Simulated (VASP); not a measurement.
Wanted: the native input for a VASP 6.6.1 run.

```yaml
Task: single point
Functional: PBE
Potentials_or_basis: VASP PAW PBE potentials, release 64 (Pt)
Cutoff: 520 eV
k_mesh: 18 × 18 × 10
Occupations: gaussian, width 0.15 eV
Spin: no spin polarisation
Dipole_correction: no
Further_INCAR_settings: ALGO = Normal; EDIFF = 1e-06; NBANDS = 17
```

The structure of Pt lies in POSCAR:

```
Pt
1.0
    2.6137000000      0.0000000000      0.0000000000
   -1.3068500000      2.2635305979      0.0000000000
    0.0000000000      0.0000000000      4.5423000000
Pt
2
Direct
    0.6666666667      0.3333333333      0.7500000000
    0.3333333333      0.6666666667      0.2500000000
```

These files were run (other wordings do the same):

INCAR

```
  PREC = Accurate
  ENCUT = 520
  EDIFF = 1E-6
  ISMEAR = 0
  SIGMA = 0.15
  LREAL = F
  LASPH = T
  NELM = 100
  ALGO = Normal
  ISIF = 2
  LWAVE = F
  LCHARG = F
  GGA = PE
  NBANDS = 17
```

KPOINTS

```
Automatic mesh
0
Gamma
  18 18 10
```

Potentials or basis: VASP PAW PBE potentials, release 64 (Pt).

The run is started by

```bash
$ cat potpaw_PBE.64/Pt/POTCAR > POTCAR
$ mpirun -np 1 vasp_std > vasp.out
```

It gave:

```
Pressure               : 59.2 GPa
Band gap on the k mesh : zero (band 10 reaches 14.31 eV, above the bottom of band 11 at 12.58 eV)
```

Caveat: spin-orbit coupling is left out, which moves the levels of the heavy elements.

It took 30 s on 1 thread of Intel(R) Xeon(R) 6975P-C (Granite Rapids), on a shared host, peak memory 0.21 GiB.
